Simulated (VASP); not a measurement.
Runs of VASP 6.6.1 on NiO. The structure is cubic, space group Fm-3m (No. 225). The conventional cell has a = 4.172 Å, b = 4.172 Å, c = 4.172 Å, α = 90.00°, β = 90.00°, γ = 90.00°. Within 2.8 Å of Ni (site symmetry m-3m) lie 6 O at 2.09 Å. O (site symmetry m-3m) has 6 Ni at 2.09 Å within 2.8 Å. 

```tsv
spin	fixed moment (μB)	pressure (GPa)	moment (μB)
collinear, ferromagnetic start	1.3	2.8	1.30
collinear, zero start	0.0	(b)	0.00
collinear, ferromagnetic start	0.9	0.7	0.90
collinear, ferromagnetic start	1.8	6.7	1.80
collinear, ferromagnetic start	0.4	(a)	0.40
```

Alike in all rows: task single point; level PBE; potentials or basis VASP PAW PBE potentials, release 64 (Ni, O); cell as given; k mesh 14 × 14 × 14; cutoff (eV) 520; smearing fermi-dirac 0.15 eV.

**Question.** Fill in the values left out.

**Answer.** (a) -0.7; (b) -1.0.

Caveats: the total moment is fixed, so each spin has its own Fermi level; a cell with one magnetic atom can't hold antiferromagnetic order, which such compounds often take (at least some runs); the cell stands under pressure (at least some runs).
